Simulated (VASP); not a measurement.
# TiAl3 (Fm-3m) in VASP: a series of runs

Runs on TiAl3. Level: PBE. Tasks: single point, relaxation of cell and atoms.

All numbers are computed with VASP 6.6.1; they aren't measurements. Logs are shortened: lines on timing, memory, paths and dates and some standing lists are left out, and cuts for length are marked.

**1. The cell of the first run**

It takes space group Fm-3m (No. 225, cubic). The conventional cell has a = 6.268 Å, b = 6.268 Å, c = 6.268 Å, α = 90.00°, β = 90.00°, γ = 90.00°. Ti (site symmetry m-3m) has 14 Al at 2.71 to 3.13 Å within 3.6 Å. Al (site symmetry m-3m) has 8 Al at 2.71 Å and 6 Ti at 3.13 Å within 3.6 Å. Within 3.6 Å of Al (site symmetry -43m) lie 4 Ti at 2.71 Å and 10 Al at 2.71 to 3.13 Å.

The cell was built from a structure type or drawn by symmetry, and may not be a known phase.

**2. Single point, PBE**

File INCAR:

```
SYSTEM = TiAl3
PREC = Accurate
ENCUT = 520
EDIFF = 1E-6
ISMEAR = 0
SIGMA = 0.1
LREAL = .False.
LASPH = .True.
NELM = 60
ALGO = Fast
ISIF = 2
LWAVE = .False.
LCHARG = .False.
GGA = PE
NBANDS = 18
```

File KPOINTS:

```
Automatic mesh
0
Gamma
  6 6 6
  0 0 0
```

File POSCAR:

```
TiAl3
1.0
    0.0000000000      3.1340311000      3.1340311000
    3.1340311000      0.0000000000      3.1340311000
    3.1340311000      3.1340311000      0.0000000000
Ti Al
1 3
Direct
    0.5000000000      0.5000000000      0.5000000000
    0.0000000000      0.0000000000      0.0000000000
    0.2500000000      0.2500000000      0.2500000000
    0.7500000000      0.7500000000      0.7500000000
```

Potentials or basis: VASP PAW PBE potentials, release 64 (Ti_sv, Al).

Command:

```
cat potpaw_PBE.64/Ti_sv/POTCAR potpaw_PBE.64/Al/POTCAR > POTCAR
mpirun -np 1 vasp_std > vasp.out
```

OUTCAR:

```text
SYSTEM = TiAl3
   PREC = Accurate
   ENCUT = 520
   EDIFF = 1E-6
   ISMEAR = 0
   LREAL = .False.
   LASPH = .True.
   NELM = 60
   ISIF = 2
   GGA = PE

 ion  position               nearest neighbor table
   1  0.500  0.500  0.500-   3 2.71   4 2.71   3 2.71   3 2.71   3 2.71   4 2.71   4 2.71   4 2.71
                             2 3.13   2 3.13   2 3.13   2 3.13   2 3.13   2 3.13
   2  0.000  0.000  0.000-   3 2.71   4 2.71   4 2.71   4 2.71   4 2.71   3 2.71   3 2.71   3 2.71
                             1 3.13   1 3.13   1 3.13   1 3.13   1 3.13   1 3.13
   3  0.250  0.250  0.250-   1 2.71   2 2.71   2 2.71   2 2.71   2 2.71   1 2.71   1 2.71   1 2.71
                             4 3.13   4 3.13   4 3.13   4 3.13   4 3.13   4 3.13
   4  0.750  0.750  0.750-   1 2.71   2 2.71   1 2.71   1 2.71   1 2.71   2 2.71   2 2.71   2 2.71
                             3 3.13   3 3.13   3 3.13   3 3.13   3 3.13   3 3.13

  LATTYP: Found a face centered cubic cell.
 ALAT       =     6.2680622000

  Lattice vectors:

 A1 = (   0.0000000000,   3.1340311000,   3.1340311000)
 A2 = (   3.1340311000,   0.0000000000,   3.1340311000)
 A3 = (   3.1340311000,   3.1340311000,   0.0000000000)

Analysis of symmetry for initial positions (statically):
=====================================================================
 Subroutine PRICEL returns:
 Original cell was already a primitive cell.

 Routine SETGRP: Setting up the symmetry group for a
 face centered cubic supercell.

 Subroutine GETGRP returns: Found 48 space group operations
 (whereof 48 operations were pure point group operations)
 out of a pool of 48 trial point group operations.

The static configuration has the point symmetry O_h .

Analysis of symmetry for dynamics (positions and initial velocities):
=====================================================================
 Subroutine PRICEL returns:
 Original cell was already a primitive cell.

 Routine SETGRP: Setting up the symmetry group for a
 face centered cubic supercell.

 Subroutine GETGRP returns: Found 48 space group operations
 (whereof 48 operations were pure point group operations)
 out of a pool of 48 trial point group operations.

The dynamic configuration has the point symmetry O_h .

 Subroutine INISYM returns: Found 48 space group operations
 (whereof 48 operations are pure point group operations),
 and found     1 'primitive' translations

----------------------------------------------------------------------------------------

                                     Primitive cell

  volume of cell :      61.5659

  direct lattice vectors                    reciprocal lattice vectors
     0.000000000  3.134031100  3.134031100    -0.159538940  0.159538940  0.159538940
     3.134031100  0.000000000  3.134031100     0.159538940 -0.159538940  0.159538940
     3.134031100  3.134031100  0.000000000     0.159538940  0.159538940 -0.159538940

  length of vectors
     4.432189287  4.432189287  4.432189287     0.276329550  0.276329550  0.276329550

  position of ions in fractional coordinates (direct lattice)
     0.500000000  0.500000000  0.500000000
     0.000000000  0.000000000  0.000000000
     0.250000000  0.250000000  0.250000000
     0.750000000  0.750000000  0.750000000

  ion indices of the primitive-cell ions
   primitive index   ion index
                 1           1
                 2           2
                 3           3
                 4           4

----------------------------------------------------------------------------------------

 KPOINTS: Automatic mesh

Automatic generation of k-mesh.
 Grid dimensions read from file:
 generate k-points for:    6    6    6

 Generating k-lattice:

  Cartesian coordinates                     Fractional coordinates (reciprocal lattice)
    -0.026589823  0.026589823  0.026589823     0.166666667  0.000000000  0.000000000
     0.026589823 -0.026589823  0.026589823     0.000000000  0.166666667  0.000000000
     0.026589823  0.026589823 -0.026589823     0.000000000  0.000000000  0.166666667

  Length of vectors
     0.046054925  0.046054925  0.046054925

  Shift w.r.t. Gamma in fractional coordinates (k-lattice)
     0.000000000  0.000000000  0.000000000

 Subroutine IBZKPT returns following result:
 ===========================================

 Found     16 irreducible k-points:

 Following reciprocal coordinates:
            Coordinates               Weight
  0.000000  0.000000  0.000000      1.000000
  0.166667  0.000000  0.000000      8.000000
  0.333333  0.000000  0.000000      8.000000
  0.500000  0.000000  0.000000      4.000000
  0.166667  0.166667  0.000000      6.000000
  0.333333  0.166667  0.000000     24.000000
[... 8 lines left out ...]
 -0.333333  0.333333  0.166667     24.000000
 -0.333333  0.500000  0.166667     12.000000
   k-points           NKPTS =     16   k-points in BZ     NKDIM =     16   number of bands    NBANDS=     18
   number of dos      NEDOS =    301   number of ions     NIONS =      4
   total plane-waves  NPLWV =  46656
   dimension x,y,z NGX =    36 NGY =   36 NGZ =   36
   dimension x,y,z NGXF=    72 NGYF=   72 NGZF=   72
   ions per type =               1   3
   NGX,Y,Z   is equivalent  to a cutoff of  13.50, 13.50, 13.50 a.u.
   NGXF,Y,Z  is equivalent  to a cutoff of  27.01, 27.01, 27.01 a.u.
 SYSTEM =  TiAl3
   PREC   = accura    normal or accurate (medium, high low for compatibility)
   ISTART =      0    job   : 0-new  1-cont  2-samecut
   ICHARG =      2    charge: 1-file 2-atom 10-const
   ISPIN  =      1    spin polarized calculation?
   LNONCOLLINEAR =      F non collinear calculations
   LSORBIT =      F    spin-orbit coupling
   LASPH  =      T    aspherical Exc in radial PAW
   ENCUT  =  520.0 eV  38.22 Ry    6.18 a.u.   8.24  8.24  8.24*2*pi/ulx,y,z
   NELM   =     60;   NELMIN=  2; NELMDL= -5     # of ELM steps
   EDIFF  = 0.1E-05   stopping-criterion for ELM
   LREAL  =      F    real-space projection
   EDIFFG = 0.1E-04   stopping-criterion for IOM
   NSW    =      0    number of steps for IOM
   IBRION =     -1    ionic relax: 0-MD 1-quasi-New 2-CG
   NFREE  =      0    steps in history (QN), initial steepest desc. (CG)
   ISIF   =      2    stress and relaxation
   ISYM   =      2    0-nonsym 1-usesym 2-fastsym
   POTIM  = 0.5000    time-step for ionic-motion
   TEBEG  =    0.0;   TEEND  =   0.0 temperature during run
   PSTRESS=    0.0 pullay stress
   NELECT =      21.0000    total number of electrons
   NUPDOWN=      -1.0000    fix difference up-down
   EMIN   =  10.00;   EMAX   =-10.00  energy-range for DOS
   EFERMI =   0.00;   METHOD = LEGACY
   ISMEAR =     0;   SIGMA  =   0.10  broadening in eV -4-tet -1-fermi 0-gaus
   EFERMI_NEDOS =   21; number of points for ismear=-14 and -15
   IALGO  =     68    algorithm
   IMIX   =      4    mixing-type and parameters
     AMIX     =   0.40;   BMIX     =  1.00
     AMIX_MAG =   1.60;   BMIX_MAG =  1.00
  volume/ion in A,a.u.               =      15.39       103.87
  Fermi-wavevector in a.u.,A,eV,Ry     =   1.143847  2.161558 17.801674  1.308386
  Thomas-Fermi vector in A             =   2.280541
   LORBIT       =      0    0 simple, 1 ext, 2 COOP (PROOUT), +10 PAW based schemes
   GGA     = PE    functional components
   LHFCALC =     F    Hartree Fock is set to
   AEXX    =    0.0000 exact exchange contribution
   IVDW    =     0    specifies the selected vdW correction
   LEPSILON=     F    determine dielectric tensor
   LRPA    =     F    only Hartree local field effects (RPA)
 non-spin polarized calculation
 RMM-DIIS sequential band-by-band and
 Gauss-broadening in eV      SIGMA  =   0.10
  energy-cutoff  :      520.00
  volume of cell :       61.57
 maximum number of plane-waves:      1676
 NGX is ok and might be reduce to    36
   NGX = 17   NGY = 17   NGZ = 17

 number of electron      20.9999996 magnetization

 Free energy of the ion-electron system (eV)
  ---------------------------------------------------
  ext. energy  EPLUGINS =         0.00000000
  ---------------------------------------------------
  free energy    TOTEN  =       -18.87991250 eV

  energy without entropy =      -18.86406352  energy(sigma->0) =      -18.87198801

 E-fermi :   9.1877     XC(G=0): -10.8590

 val. band max:        9.1321128170   @ k =  -0.1667   0.1667   0.0000
 cond. band min:       9.2538468721   @ k =  -0.3333   0.3333   0.1667
 fundamental gap:      0.1217340551
 Fermi energy:         9.1877397031

 k-point     1 :       0.0000    0.0000    0.0000
  band No.  band energies     occupation
      1     -47.7256      2.00000
      2     -24.0297      2.00000
      3     -24.0297      2.00000
      4     -24.0297      2.00000
      5      -1.6935      2.00000
      6       6.5250      2.00000
[... 10 lines left out ...]
     17      13.2094      0.00000
     18      13.2095      0.00000

 k-point     2 :       0.1667    0.0000    0.0000
  band No.  band energies     occupation
      1     -47.7255      2.00000
      2     -24.0324      2.00000
      3     -24.0301      2.00000
      4     -24.0301      2.00000
      5      -1.3698      2.00000
      6       5.2102      2.00000
[... 10 lines left out ...]
     17      12.2041      0.00000
     18      13.7724      0.00000

 k-point     3 :       0.3333    0.0000    0.0000
  band No.  band energies     occupation
      1     -47.7253      2.00000
      2     -24.0378      2.00000
      3     -24.0309      2.00000
      4     -24.0309      2.00000
      5      -0.4263      2.00000
      6       3.0800      2.00000
[... 10 lines left out ...]
     17      13.2646      0.00000
     18      14.5639      0.00000

 k-point     4 :       0.5000    0.0000    0.0000
  band No.  band energies     occupation
      1     -47.7252      2.00000
      2     -24.0405      2.00000
      3     -24.0313      2.00000
      4     -24.0313      2.00000
      5       0.8350      2.00000
      6       1.3790      2.00000
[... 207 lines left out ...]
      4     -24.0322      2.00000
      5       0.3750      2.00000
      6       3.5494      2.00000
[... 10 lines left out ...]
     17      13.5098      0.00000
     18      15.5492      0.00000

 k-point    15 :      -0.3333    0.3333    0.1667
  band No.  band energies     occupation
      1     -47.7251      2.00000
      2     -24.0381      2.00000
      3     -24.0355      2.00000
      4     -24.0328      2.00000
      5       1.5298      2.00000
      6       2.1556      2.00000
[... 10 lines left out ...]
     17      13.4362      0.00000
     18      13.8992      0.00000

 k-point    16 :      -0.3333    0.5000    0.1667
  band No.  band energies     occupation
      1     -47.7250      2.00000
      2     -24.0385      2.00000
      3     -24.0353      2.00000
      4     -24.0337      2.00000
      5       2.0849      2.00000
      6       2.2679      2.00000
[... 10 lines left out ...]
     17      14.0764      0.00000
     18      15.2076      0.00000

------------------------ aborting loop because EDIFF is reached ----------------------------------------

  FORCE on cell =-STRESS in cart. coord.  units (eV):
  Direction    XX          YY          ZZ          XY          YZ          ZX
  --------------------------------------------------------------------------------------
  -------------------------------------------------------------------------------------
  Total        2.1662231      2.1662231      2.1662231      0.0000000      0.0000000      0.0000000
  in kB       56.3733532     56.3733532     56.3733532      0.0000000      0.0000000      0.0000000
  external PRESSURE =      56.3733532 kB  Pullay stress =       0.0000000 kB

 VOLUME and BASIS-vectors are now :
 -----------------------------------------------------------------------------
  energy-cutoff  :      520.00
  volume of cell :       61.57
      direct lattice vectors                 reciprocal lattice vectors
     0.000000000  3.134031100  3.134031100    -0.159538940  0.159538940  0.159538940
     3.134031100  0.000000000  3.134031100     0.159538940 -0.159538940  0.159538940
     3.134031100  3.134031100  0.000000000     0.159538940  0.159538940 -0.159538940

 POSITION                                       TOTAL-FORCE (eV/Angst)
 -----------------------------------------------------------------------------------
      3.13403      3.13403      3.13403         0.000000     -0.000000     -0.000000
      0.00000      0.00000      0.00000         0.000000     -0.000000     -0.000000
      1.56702      1.56702      1.56702         0.000000      0.000000      0.000000
      4.70105      4.70105      4.70105        -0.000000     -0.000000     -0.000000
 -----------------------------------------------------------------------------------
    total drift:                                0.000000      0.000000      0.000000

  FREE ENERGIE OF THE ION-ELECTRON SYSTEM (eV)
  ---------------------------------------------------
  free  energy   TOTEN  =       -18.8799124951 eV

  energy  without entropy=      -18.8640635238  energy(sigma->0) =      -18.87198801
```

It took 80 s on 1 thread of Intel Xeon 8259CL, shared host; peak memory 0.2 GiB.

What came out:

```yaml
Free_energy: -18.8799 eV
Pressure: 5.6 GPa
Band_gap_on_the_k_mesh: zero (an odd number of electrons rules out a gap without spin polarisation)
```

Caveat: the cell stands under pressure.

[end of part 1 of 2]
